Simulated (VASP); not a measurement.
A run of VASP 6.6.1 is set up as follows.

Contents of INCAR:

```
PREC     = Accurate       # precision mode
ENCUT    = 520            # plane-wave cutoff, eV
EDIFF    = 1E-7           # SCF threshold, eV
ISMEAR   = 0              # smearing method
SIGMA    = 0.15           # smearing width, eV
LREAL    = F              # projectors in reciprocal space
LASPH    = T              # aspherical terms in the spheres
NELM     = 100            # most SCF steps
ALGO     = Normal         # electronic algorithm
ISIF     = 2              # what is computed and relaxed
LWAVE    = F              # write WAVECAR
LCHARG   = F              # write CHGCAR
GGA      = CA             # functional
NBANDS   = 21             # bands
```

KPOINTS

```
Automatic mesh
0
Gamma
  14 14 14
```

The input POSCAR:

```
Ge
1.0
    0.0000000000      2.8570577000      2.8287700000
    2.8287700000      0.0000000000      2.8287700000
    2.8287700000      2.8570577000      0.0000000000
Ge
2
Direct
    0.5000000000      0.5000000000      0.5000000000
    0.7500000000      0.7500000000      0.7500000000
```

Potentials or basis: VASP PAW LDA potentials, release 64 (Ge_d).

Run with:

```sh
$ cat potpaw_LDA.64/Ge_d/POTCAR > POTCAR
$ mpirun -np 1 vasp_std > vasp.out
```

Problem. What does it give for the pressure?

Solution. -1.7 GPa.

Problem. Predict the band gap on the k mesh.

Solution. Zero (filled and empty bands touch).

Stress tensor (GPa, compression positive):
```
-1.50  0.00  0.00
 0.00 -2.23  0.00
 0.00  0.00 -1.50
```

Caveat: the cell differs from its parent crystal (strain +0.0100 x Voigt [0, 1, 0, 0, 0, 0]).
